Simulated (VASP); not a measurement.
ScSn3Se:

```
CELL_PARAMETERS angstrom
4.65374 0.00000 0.00000
0.00000 4.65374 0.00000
0.00000 0.00000 5.88664
ATOMIC_POSITIONS crystal
Sc 0.00000 0.00000 0.98246
Sn 0.00000 0.50000 0.49953
Sn 0.50000 0.50000 0.09934
Sn 0.50000 0.00000 0.49953
Se 0.50000 0.50000 0.68704
```

The cell was generated, and may not be a known phase.

| Quantity | Value |
| --- | --- |
| Program | VASP 6.6.1 |
| Task | relaxation of cell and atoms |
| Functional | PBE |
| Potentials or basis | VASP PAW PBE potentials, release 64 (Sc_sv, Sn_d, Se) |
| Cutoff | 600 eV |
| k mesh | 4 × 4 × 4 |
| Occupations | gaussian, width 0.1 eV |
| Spin | no spin polarisation |

At the start: pressure 11.4 GPa; volume 25.50 Å³/atom.

How do energy, volume and symmetry change on relaxing?

Over 45 steps the energy falls by 662.0 meV/atom and the volume is 27.76 Å³/atom (+8.9 %); space group P4mm (No. 99, to 0.1 Å) before and after.

Step by step:
```tsv
step	energy change (eV)	largest force (eV/Å)	pressure (GPa)	volume (Å³)
1	0.0000	2.2657	11.43	127.49
3	-0.9940	0.8049	-0.75	154.64
5	-1.4498	0.6175	-0.41	148.74
7	-1.9773	1.1793	2.28	140.24
9	-2.0599	2.8737	3.43	142.22
11	-2.2874	1.8798	1.35	144.21
13	-2.5229	0.9712	-2.01	153.73
15	-2.7050	0.6435	1.23	142.53
17	-2.7910	0.3865	0.89	142.25
19	-2.8089	0.2182	-0.18	144.69
21	-2.8201	0.1767	-0.44	144.90
23	-2.8581	0.1060	0.48	139.30
25	-2.8707	0.1149	0.05	140.38
27	-2.8819	0.2155	-0.41	140.64
29	-2.8940	0.2870	0.54	137.55
31	-2.9223	0.2788	-0.11	138.51
33	-2.9531	0.5866	0.27	137.22
35	-2.9726	0.6260	0.22	137.23
37	-3.1215	0.7774	0.31	137.16
39	-3.2727	0.4735	0.84	139.14
41	-3.2854	0.3144	0.12	141.00
43	-3.2986	0.2011	-0.48	141.45
45	-3.3101	0.0352	0.08	138.81
```

Final structure:
```
Sc Sn Se
1.0
     4.00192    0.00000    0.00000
     0.00000    4.00192    0.00000
     0.00000    0.00000    8.66747
Sc Sn Se
1 3 1
Direct
  0.00000 0.00000 0.89781
  0.00000 0.50000 0.46027
  0.50000 0.50000 0.14160
  0.50000 0.00000 0.46027
  0.50000 0.50000 0.80796
```

Caveat: a cell axis changed by over 15 % at a fixed basis, so the end point is rough.
